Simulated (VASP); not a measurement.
**AlN: relaxation of cell and atoms with PBE**

The system is AlN.

```
CELL_PARAMETERS angstrom
3.12859 0.00000 0.00000
-1.56429 2.70944 0.00000
0.00000 0.00000 5.01696
ATOMIC_POSITIONS crystal
Al 0.66667 0.33333 0.49929
Al 0.33333 0.66667 0.99929
N 0.66667 0.33333 0.88071
N 0.33333 0.66667 0.38071
```

```
Program                : VASP 6.6.1
Task                   : relaxation of cell and atoms
Functional             : PBE
Potentials or basis    : VASP PAW PBE potentials, release 64 (Al, N)
Cutoff                 : 600 eV
k mesh                 : 12 × 12 × 6
Occupations            : gaussian, width 0.02 eV
Spin                   : no spin polarisation
Dipole correction      : no
Further INCAR settings : ALGO = Normal; EDIFF = 1e-07; IBRION = 2; EDIFFG = -0.005; NSW = 100; ISIF = 3
```

```json
{"Relaxed volume": "10.62 Å³/atom", "Relaxed cell": "a = 3.128 Å, b = 3.128 Å, c = 5.016 Å, α = 90.00°, β = 90.00°, γ = 120.00°", "Space group after relaxing (to 0.05 Å)": "P6_3mc (No. 186)", "Energy gained by relaxing": "0.0 meV/atom", "Ionic steps": "3", "Pressure after relaxing": "0.0 GPa", "Band gap on the k mesh": "4.06 eV, direct"}
```

Final structure:
```xyz
4
Lattice="3.1278 0.0000 0.0000 -1.5639 2.7087 0.0000 0.0000 0.0000 5.0155" Properties=species:S:1:pos:R:3 pbc="T T T"
Al    1.5639    0.9029    2.5041
Al    0.0000    1.8058    5.0119
N     1.5639    0.9029    4.4174
N     0.0000    1.8058    1.9096
```

Levels at points of the mesh, in eV from the valence-band top:
```csv
k point,band 4,band 5,band 6,band 7,band 8,band 9,band 10,band 11,band 12
"(0.00, 0.00, 0.00)",-0.84,-0.84,-0.20,-0.20,0.00,4.06,6.53,10.47,11.05
"(0.50, 0.00, 0.00)",-4.13,-3.30,-2.05,-1.75,-0.68,5.77,5.77,8.04,10.16
"(0.00, 0.00, 0.50)",-3.30,-0.53,-0.53,-0.53,-0.53,6.33,6.33,10.18,10.18
"(0.50, 0.00, 0.50)",-5.53,-1.44,-1.44,-1.35,-1.35,5.25,5.25,9.16,9.16
```

It took 32 s on 1 thread of Intel(R) Xeon(R) 6975P-C (Granite Rapids), with other jobs on the host, peak memory 0.19 GiB.

A k mesh can miss the band edges. A hybrid or GW would open this gap; PBE tends to underestimate it.
